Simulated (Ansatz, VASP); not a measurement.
One calculation of CuAu3, two programs

```
CELL_PARAMETERS angstrom
3.92909 0.00000 0.00000
0.00000 3.92909 0.00000
0.00000 0.00000 3.92909
ATOMIC_POSITIONS crystal
Cu 0.00000 0.00000 0.00000
Au 0.00000 0.50000 0.50000
Au 0.50000 0.00000 0.50000
Au 0.50000 0.50000 0.00000
```

Alike in both runs: task single point; functional r2SCAN; k mesh 10 × 10 × 10; occupations gaussian, width 0.1 eV; no spin polarisation.

```csv
,VASP,Ansatz
version,VASP 6.6.1,Ansatz 0.2.0
potentials or method,"VASP PAW PBE potentials, release 64 (Cu, Au), cutoff 520 eV","scalar-relativistic, plane waves, PAW"
valence electrons in the cell,44,76
```

|  | VASP | Ansatz | Ansatz less VASP |
| --- | --- | --- | --- |
| gap on the k mesh at the Fermi level (eV) | none | none | - |
| pressure (GPa) | 11.8 | 11.3 | -0.51 |

VASP's potentials were made for PBE, not for r2SCAN. A gap of «none» marks a metal or a gap that the smearing closes. VASP's potentials hold 44 valence electrons a cell and Ansatz's 76, so a difference there can come from the potentials and not from the codes.

Spin-orbit coupling is off throughout.
